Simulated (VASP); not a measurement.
Wanted: the native input for a VASP 6.6.1 run.

```yaml
Task: relaxation of cell and atoms
Functional: PBE
Potentials_or_basis: VASP PAW PBE potentials, release 64 (Sn_d, W_sv)
Cutoff: 600 eV
k_mesh: 6 × 6 × 6
Occupations: gaussian, width 0.2 eV
Spin: no spin polarisation
Dipole_correction: no
Further_INCAR_settings: ALGO = Fast; EDIFF = 1e-07; IBRION = 2; EDIFFG = -0.08; NSW = 36; ISIF = 3
```

The structure of SnW6 lies in POSCAR:

```
SnW6
1.0
    6.1775000000      3.5665812900      0.9533333300
   -6.1775000000      3.5665812900      0.9533333300
    0.0000000000     -7.1331625800      0.9533333300
Sn W
1 6
Direct
    0.0000000000      0.0000000000      0.0000000000
    0.2857100000      0.5714300000      0.1428600000
    0.7142900000      0.4285700000      0.8571400000
    0.5714300000      0.1428600000      0.2857100000
    0.4285700000      0.8571400000      0.7142900000
    0.1428600000      0.2857100000      0.5714300000
    0.8571400000      0.7142900000      0.4285700000
```

These files were run (other wordings do the same):

INCAR

```
SYSTEM = SnW6
PREC = Accurate
ENCUT = 600
EDIFF = 1E-7
ISMEAR = 0
SIGMA = 0.2
LREAL = .False.
LASPH = .True.
NELM = 80
ALGO = Fast
ISIF = 3
LWAVE = .False.
LCHARG = .False.
GGA = PE
IBRION = 2
NSW = 36
EDIFFG = -0.08
```

KPOINTS

```
Automatic mesh
0
Gamma
  6 6 6
  0 0 0
```

Potentials or basis: VASP PAW PBE potentials, release 64 (Sn_d, W_sv).

Command:

```sh
$ cat potpaw_PBE.64/Sn_d/POTCAR potpaw_PBE.64/W_sv/POTCAR > POTCAR
$ mpirun -np 1 vasp_std > vasp.out
```

It gave:

- Relaxed volume: 16.78 Å³/atom
- Relaxed cell: a = 7.014 Å, b = 7.014 Å, c = 7.014 Å, α = 118.25°, β = 118.25°, γ = 118.25°
- Space group after relaxing (to 0.1 Å): R-3 (No. 148)
- Pressure after relaxing: -0.1 GPa
- Largest force after relaxing: 0.056 eV/Å
- Band gap on the k mesh: zero (bands 49 and 50 overlap by 0.74 eV)

Caveat: the k points lie up to 0.39 Å⁻¹ apart in the final cell, too coarse for converged energies and pressures of a metal; spin-orbit coupling is left out, which moves the levels of the heavy elements; the relaxation stopped at a loose force limit of 0.08 eV/Å, so its end isn't a converged minimum.

It took 95 min on 1 thread of Intel(R) Xeon(R) 6975P-C (Granite Rapids), with other jobs on the host, peak memory 0.68 GiB.
